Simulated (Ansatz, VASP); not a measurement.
One calculation of MoIr4, two programs

```
Mo Ir
1.0
     4.66996    0.00000    0.00000
     0.00000    4.66996    0.00000
     0.00000    0.00000    4.66996
Mo Ir
1 4
Cartesian
  2.3350 2.3350 2.3350
  0.0000 0.0000 0.0000
  2.3350 0.0000 0.0000
  0.0000 2.3350 0.0000
  0.0000 0.0000 2.3350
```

Alike in both runs: task single point; functional PBE; k mesh 4 × 4 × 4; occupations gaussian, width 0.1 eV; collinear spin.

|  | VASP | Ansatz |
| --- | --- | --- |
| version | VASP 6.6.1 | Ansatz 0.2.0 |
| potentials or method | VASP PAW PBE potentials, release 64 (Mo_sv, Ir), cutoff 520 eV | scalar-relativistic, plane waves, PAW |
| valence electrons in the cell | 50 | 82 |

```csv
,VASP,Ansatz,Ansatz less VASP
gap on the k mesh at the Fermi level (eV),none,none,-
pressure (GPa),0.1,3.9,+3.87
net moment per atom (μB),0.00,0.56,+0.556
size of the moment on the site where the two differ most (μB),0.00,2.88,+2.883
```

The net moments are unlike, so the other rows may belong to different states. Site moments also hang on the region over which each program counts them. A gap of «none» marks a metal or a gap that the smearing closes. VASP's potentials hold 50 valence electrons a cell and Ansatz's 82, so a difference there can come from the potentials and not from the codes.

Neither program's run includes spin-orbit coupling.
